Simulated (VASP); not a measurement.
## HPt6: single point with PBE

HPt6, a slab with vacuum:

```xyz
14
Lattice="5.6146 0.0000 0.0000 -2.8073 4.8624 0.0000 0.0000 0.0000 22.6197" Properties=species:S:1:pos:R:3 pbc="T T T"
Pt    1.4036    0.8104    4.0000
Pt    0.0000    3.2416    4.0000
Pt    4.2109    0.8104    4.0000
Pt    2.8073    3.2416    4.0000
Pt    0.0000    1.6208    6.3100
Pt   -1.4036    4.0520    6.3100
Pt    2.8073    1.6208    6.3100
Pt    1.4036    4.0520    6.3100
Pt    0.0000    0.0000    8.6197
Pt   -1.4036    2.4312    8.6197
Pt    2.8073    0.0000    8.6197
Pt    1.4036    2.4312    8.6197
H     0.0000    1.9717   12.2197
H     0.0000    2.8907   12.2197
```

```
Program                : VASP 6.6.1
Task                   : single point
Functional             : PBE
Potentials or basis    : VASP PAW PBE potentials, release 64 (Pt, H)
Cutoff                 : 520 eV
k mesh                 : 6 × 6 × 1
Occupations            : gaussian, width 0.1 eV
Spin                   : no spin polarisation
Dipole correction      : yes
Further INCAR settings : ALGO = Normal; EDIFF = 1e-07; NBANDS = 74
```

| Item | Value |
| --- | --- |
| Largest force | 3.515 eV/Å |
| Band gap on the k mesh | zero (bands 61 and 62 overlap by 0.75 eV) |

Forces on the atoms (eV/Å):
```
Pt  -0.001  0.000  0.019
Pt   0.000 -0.001  0.017
Pt   0.001  0.000  0.019
Pt   0.000  0.001  0.017
Pt   0.000  0.000 -0.003
Pt   0.001 -0.001 -0.001
Pt   0.000  0.001 -0.006
Pt  -0.001 -0.001 -0.001
Pt   0.000  0.000 -0.018
Pt   0.000  0.001 -0.015
Pt   0.000 -0.002 -0.018
Pt   0.000  0.001 -0.015
H    0.000  3.515  0.003
H    0.000 -3.515  0.003
```

Levels at points of the mesh, in eV from the Fermi level:
| k point | band 59 | band 60 | band 61 | band 62 | band 63 | band 64 |
| --- | --- | --- | --- | --- | --- | --- |
| (0.00, 0.00, 0.00) | 0.54 | 0.54 | 0.55 | 0.59 | 0.59 | 0.59 |
| (0.50, 0.00, 0.00) | -0.56 | -0.11 | -0.10 | 0.03 | 0.03 | 0.27 |
| (0.00, 0.50, 0.00) | -0.55 | -0.11 | -0.10 | 0.03 | 0.03 | 0.27 |

It took 18 min on 1 thread of AMD EPYC 9R45 96-Core Processor (Zen 5), on a shared host, peak memory 0.81 GiB.

Caveat: spin-orbit coupling is left out, which moves the levels of the heavy elements.
